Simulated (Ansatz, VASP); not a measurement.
**HgTe in VASP and in Ansatz**

```
CELL_PARAMETERS angstrom
0.00000 3.22350 3.19127
3.22350 0.00000 3.19127
3.22350 3.22350 0.00000
ATOMIC_POSITIONS crystal
Hg 0.00000 0.00000 0.00000
Te 0.75000 0.75000 0.75000
```

Change from the starting cell: zz strain of -1 %, crystal datasets.

Alike in both runs: task electric field gradients; functional PBE; k mesh 11 × 11 × 11; occupations fermi-dirac, width 0.03 eV; no spin polarisation.

```csv
,VASP,Ansatz
version,VASP 6.6.1,Ansatz 0.2.0
potentials or method,"VASP PAW PBE potentials, release 64 (Hg, Te), cutoff 520 eV","all-electron PAW with datasets made for the crystal, scalar-relativistic"
```

```tsv
	VASP	Ansatz	Ansatz less VASP
pressure (GPa)	4.7	4.6	-0.08
traceless stress, the component that is largest in VASP (GPa)	0.07	0.07	0.000
size of Vzz on the site where it differs most (V/Å²)	6.5	5.6	-0.96
```

Ansatz ran all-electron here, and VASP with PAW potentials.

Spin-orbit coupling is off throughout.
